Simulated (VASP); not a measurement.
Set up this calculation in VASP 6.6.1, as the native input.

```yaml
Task: single point
Functional: PBE
Potentials_or_basis: VASP PAW PBE potentials, release 64 (Al)
Cutoff: 520 eV
k_mesh: 24 × 24 × 24
Occupations: gaussian, width 0.1 eV
Spin: no spin polarisation
Dipole_correction: no
k_mesh_for_the_DOS: 36 × 36 × 36
Occupations_for_the_DOS: tetrahedron
Further_INCAR_settings: ALGO = Normal; EDIFF = 1e-06; NBANDS = 8
```

Crystal: Al.

```
Al
1.0
    -1.73678    1.73678    1.40940
     1.73678   -1.73678    1.40940
     1.73678    1.73678   -1.40940
Al
1
Cartesian
  0.0000 0.0000 1.4094
```

One way to write it, as run:

POSCAR

```
Al
1.0
   -1.7367751077      1.7367751077      1.4093992063
    1.7367751077     -1.7367751077      1.4093992063
    1.7367751077      1.7367751077     -1.4093992063
Al
1
Direct
    0.5000000000      0.5000000000      0.0000000000
```

INCAR.step1

```
SYSTEM = Al
ALGO = Normal ; EDIFF = 1E-6
ENCUT = 520 ; GGA = PE
ISIF = 2 ; ISMEAR = 0
LASPH = .TRUE. ; LCHARG = .TRUE.
LREAL = .FALSE. ; LWAVE = .FALSE.
NBANDS = 8 ; NELM = 60
PREC = Accurate ; SIGMA = 0.1
```

KPOINTS.step1

```
k-points
0
G
  24 24 24
  0 0 0
```

INCAR.step2

```
SYSTEM = Al
ALGO = Normal ; EDIFF = 1E-6
ENCUT = 520 ; GGA = PE
ICHARG = 11 ; ISIF = 2
ISMEAR = -5 ; LASPH = .TRUE.
LCHARG = .FALSE. ; LORBIT = 11
LREAL = .FALSE. ; LWAVE = .FALSE.
NBANDS = 8 ; NEDOS = 1001
NELM = 60 ; PREC = Accurate
SIGMA = 0.1
```

KPOINTS.step2

```
k-points
0
G
  36 36 36
  0 0 0
```

Potentials or basis: VASP PAW PBE potentials, release 64 (Al).

Launch:

```sh
$ cat potpaw_PBE.64/Al/POTCAR > POTCAR
$ cp INCAR.step1 INCAR
$ cp KPOINTS.step1 KPOINTS
$ mpirun -np 1 vasp_std > vasp.out
$ cp INCAR.step2 INCAR
$ cp KPOINTS.step2 KPOINTS
$ mpirun -np 1 vasp_std > vasp.out
```

Results of the run:

| Quantity | Value |
| --- | --- |
| Valence electrons inside the program's atomic spheres | Al 0.77 |

It took 4.8 min on 1 thread of AMD EPYC 7R13 Processor (Zen 3) (shared host), peak memory 0.61 GiB.
